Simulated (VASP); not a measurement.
Wanted: the native input for a VASP 6.6.1 run.

| Quantity | Value |
| --- | --- |
| Task | single point |
| Functional | PBE |
| Potentials or basis | VASP PAW PBE potentials, release 64 (Sr_sv, Pt) |
| Cutoff | 520 eV |
| k mesh | 6 × 6 × 6 |
| Occupations | gaussian, width 0.1 eV |
| Spin | no spin polarisation |
| Dipole correction | no |
| Further INCAR settings | ALGO = Normal; EDIFF = 1e-06; NBANDS = 28 |

The structure of Sr3Pt lies in POSCAR:

```
Sr3Pt
1.0
   -2.4763667954      2.4763667954      5.5363701651
    2.4763667954     -2.4763667954      5.5363701651
    2.4763667954      2.4763667954     -5.5363701651
Sr Pt
3 1
Direct
    0.5000000000      0.5000000000      0.0000000000
    0.2500000000      0.7500000000      0.5000000000
    0.7500000000      0.2500000000      0.5000000000
    0.0000000000      0.0000000000      0.0000000000
```

These files were run (other wordings do the same):

INCAR

```
  PREC = Accurate
  ENCUT = 520
  EDIFF = 1E-6
  ISMEAR = 0
  SIGMA = 0.1
  LREAL = False
  LASPH = True
  NELM = 60
  ALGO = Normal
  ISIF = 2
  LWAVE = False
  LCHARG = True
  GGA = PE
  LELF = True
  LVHAR = True
  NBANDS = 28
```

KPOINTS

```
Automatic mesh
0
Gamma
  6 6 6
```

Potentials or basis: VASP PAW PBE potentials, release 64 (Sr_sv, Pt).

The run is started by

```bash
$ cat potpaw_PBE.64/Sr_sv/POTCAR potpaw_PBE.64/Pt/POTCAR > POTCAR
$ mpirun -np 1 vasp_std > vasp.out
```

It gave:

```json
{
  "Pressure": "0.3 GPa",
  "Band gap on the k mesh": "zero (bands 20 and 21 overlap by 0.74 eV)"
}
```

Caveat: spin-orbit coupling is left out, which moves the levels of the heavy elements.

It took 120 s on 1 thread of Intel(R) Xeon(R) 6975P-C (Granite Rapids), with other jobs on the host, peak memory 0.39 GiB.
